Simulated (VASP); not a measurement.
Write the native input for VASP 6.6.1 that does the following.

```yaml
Task: single point
Functional: r2SCAN
Potentials_or_basis: VASP PAW PBE potentials, release 64 (Na_pv, I)
Cutoff: 520 eV
k_mesh: 6 × 6 × 6
Occupations: gaussian, width 0.01 eV
Spin: no spin polarisation
Dipole_correction: no
Further_INCAR_settings: ALGO = Normal; EDIFF = 1e-06; NBANDS = 14
```

NaI:

```
CELL_PARAMETERS angstrom
0.00000 3.52016 3.54319
3.52016 0.00000 3.54319
3.52016 3.52016 0.00000
ATOMIC_POSITIONS crystal
Na 0.00000 0.00000 0.00000
I 0.25000 0.25000 0.25000
```

This cell differs from its parent crystal: biaxial xy strain -0.7%.

One way to write it, as run:

POSCAR

```
NaI
1.0
    0.0000000000      3.5201608882      3.5431916338
    3.5201608882      0.0000000000      3.5431916338
    3.5201608882      3.5201608882      0.0000000000
Na I
1 1
Direct
    0.0000000000      0.0000000000      0.0000000000
    0.2500000000      0.2500000000      0.2500000000
```

INCAR.step1

```
  PREC = Accurate
  ENCUT = 520
  ISMEAR = 0
  SIGMA = 0.01
  LREAL = F
  LASPH = T
  NELM = 100
  NBANDS = 14
  GGA = PE
  ALGO = Normal
  EDIFF = 1E-4
  LWAVE = T
  LCHARG = F
```

INCAR.step2

```
  PREC = Accurate
  ENCUT = 520
  EDIFF = 1E-6
  ISMEAR = 0
  SIGMA = 0.01
  LREAL = F
  LASPH = T
  NELM = 100
  ALGO = Normal
  ISIF = 2
  LWAVE = F
  LCHARG = F
  METAGGA = R2SCAN
  LMIXTAU = T
  NBANDS = 14
  ISTART = 1
```

KPOINTS

```
Automatic mesh
0
Gamma
  6 6 6
```

Potentials or basis: VASP PAW PBE potentials, release 64 (Na_pv, I).

Command:

```sh
$ cat potpaw_PBE.64/Na_pv/POTCAR potpaw_PBE.64/I/POTCAR > POTCAR
$ cp INCAR.step1 INCAR
$ mpirun -np 1 vasp_std > vasp.out
$ cp INCAR.step2 INCAR
$ mpirun -np 1 vasp_std > vasp.out
```

Results of the run:

```json
{
 "Pressure": "0.1 GPa",
 "Band gap on the k mesh": "4.44 eV"
}
```

Caveat: the cell differs from its parent crystal (biaxial xy strain -0.7%); the PAW data sets were made with another functional, which shifts forces and pressure a little; spin-orbit coupling is left out, which moves the levels of the heavy elements.

Wall time 4.8 min on 1 thread of Intel Xeon 8259CL, with other jobs on the host, peak memory 0.26 GiB.
